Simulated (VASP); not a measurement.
Write the native input for VASP 6.6.1 that does the following.

```
Task                   : single point
Functional             : LDA
Potentials or basis    : VASP PAW LDA potentials, release 64 (Hf_pv)
Cutoff                 : 520 eV
k mesh                 : 17 × 17 × 9
Occupations            : fermi-dirac, width 0.1 eV
Spin                   : no spin polarisation
Dipole correction      : no
Further INCAR settings : ALGO = Normal; EDIFF = 1e-06; NBANDS = 17
```

The structure of Hf lies in POSCAR:

```
Hf
1.0
    3.1183974891      0.0000000000      0.0000000000
   -1.5591987445      2.7006114446      0.0000000000
    0.0000000000      0.0000000000      4.9475473504
Hf
2
Direct
    0.3333333333      0.6666666667      0.2500000000
    0.6666666667      0.3333333333      0.7500000000
```

One way to write it, as run:

INCAR

```
  PREC = Accurate
  ENCUT = 520
  EDIFF = 1E-6
  ISMEAR = -1
  SIGMA = 0.1
  LREAL = F
  LASPH = T
  NELM = 60
  ALGO = Normal
  ISIF = 2
  LWAVE = F
  LCHARG = F
  GGA = CA
  NBANDS = 17
```

KPOINTS

```
regular mesh
0
Gamma
  17 17 9
```

Potentials or basis: VASP PAW LDA potentials, release 64 (Hf_pv).

Launch:

```bash
$ cat potpaw_LDA.64/Hf_pv/POTCAR > POTCAR
$ mpirun -np 1 vasp_std > vasp.out
```

Results of the run:

| Property | Result |
| --- | --- |
| Pressure | 0.1 GPa |
| Band gap on the k mesh | zero (bands 10 and 11 overlap by 1.40 eV) |

Caveat: spin-orbit coupling is left out, which moves the levels of the heavy elements.

It took 84 s on 1 thread of Intel(R) Xeon(R) Platinum 8259CL CPU @ 2.50GHz (Skylake/Cascade Lake), on a shared host, peak memory 0.21 GiB.
